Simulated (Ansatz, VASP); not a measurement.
Two plane-wave programs on Ga

```
Ga
1.0
    -1.40400    1.40400    2.20671
     1.40400   -1.40400    2.20671
     1.40400    1.40400   -2.20671
Ga
1
Direct
  0.00000 0.00000 0.00000
```

Change from the starting cell: zz strain of -1 %, PAW files.

Alike in both runs: task electric field gradients; functional PBEsol; k mesh 16 × 16 × 16; occupations fermi-dirac, width 0.03 eV; no spin polarisation.

|  | VASP | Ansatz |
| --- | --- | --- |
| version | VASP 6.6.1 | Ansatz 0.2.0 |
| potentials or method | VASP PAW PBE potentials, release 64 (Ga_d) | PAW with Ansatz's default frozen-core files, scalar-relativistic |
| plane-wave cutoff (eV) | 520 | 420 |
| valence electrons in the cell | 13 | 13 |

|  | VASP | Ansatz | Ansatz less VASP |
| --- | --- | --- | --- |
| pressure (GPa) | 1.3 | 1.2 | -0.08 |
| traceless stress, the component that is largest in VASP (GPa) | -0.09 | -0.08 | +0.004 |
| size of Vzz on the site where it differs most (V/Å²) | 18.9 | 20.0 | +1.08 |

VASP's potentials were made for PBE, not for PBEsol.
